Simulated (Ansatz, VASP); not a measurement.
Given: the input of a run of Ansatz 0.2.0 on Al2Au.

The input input.yaml:

```yaml
crystal:
  lattice:
    - [0.0, 3.0, 3.0]
    - [3.0, 0.0, 3.0]
    - [3.0, 3.0, 0.0]
  atoms:
    - { symbol: Au, position: [0.0, 0.0, 0.0] }
    - { symbol: Al, position: [0.75, 0.75, 0.75] }
    - { symbol: Al, position: [0.25, 0.25, 0.25] }
kpoints:
  mp_grid: { grid: [8, 8, 8] }
scf:
  occupations: { method: fermi_dirac, width: 0.05 }
hamiltonian:
  xc: lda
  pseudopotentials: { kind: all_electron, lapw: { basis_error: 0.002 } }
output:
  forces: true
  stress: true
  eigenvalues: true
```

Potentials or basis: all-electron LAPW, scalar-relativistic.

The run is started by

```bash
$ ansatz run input.yaml --threads 2 --pin off --max-ram 8192MiB --backend cpu --events-out ev --progress --plain --runs-dir out
```

Question: Set up the same calculation for VASP 6.6.1. Potentials there: VASP PAW LDA potentials, release 64 (Au, Al).

Answer: As run (the cutoff follows the program's own potentials):

Contents of INCAR:

```
ALGO     = Fast           # electronic algorithm
EDIFF    = 1E-7           # SCF threshold, eV
ENCUT    = 520            # plane-wave cutoff, eV
GGA      = CA             # functional
ISIF     = 2              # what is computed and relaxed
ISMEAR   = -1             # smearing method
LASPH    = True           # aspherical terms in the spheres
LCHARG   = False          # write CHGCAR
LREAL    = False          # projectors in reciprocal space
LWAVE    = False          # write WAVECAR
NBANDS   = 16             # bands
NELM     = 100            # most SCF steps
PREC     = Accurate       # precision mode
SIGMA    = 0.05           # smearing width, eV
```

File KPOINTS:

```
k-points
0
Gamma
  8 8 8
```

Contents of POSCAR:

```
Al2Au
1.0
    0.0000000000      3.0000000000      3.0000000000
    3.0000000000      0.0000000000      3.0000000000
    3.0000000000      3.0000000000      0.0000000000
Au Al
1 2
Direct
    0.0000000000      0.0000000000      0.0000000000
    0.7500000000      0.7500000000      0.7500000000
    0.2500000000      0.2500000000      0.2500000000
```

Potentials or basis: VASP PAW LDA potentials, release 64 (Au, Al).

The run is started by

```bash
$ cat potpaw_LDA.64/Au/POTCAR potpaw_LDA.64/Al/POTCAR > POTCAR
$ mpirun -np 1 vasp_std > vasp.out
```

Both were run:

|  | VASP | Ansatz | Ansatz less VASP |
| --- | --- | --- | --- |
| gap on the k mesh at the Fermi level (eV) | none | none | - |
| pressure (GPa) | -2.4 | -2.6 | -0.20 |

LDA's correlation is that of Perdew and Zunger in VASP and of Perdew and Wang (1992) in Ansatz. A gap of «none» marks a metal or a gap that the smearing closes. Ansatz ran all-electron here, and VASP with PAW potentials.

Spin-orbit coupling is off throughout.
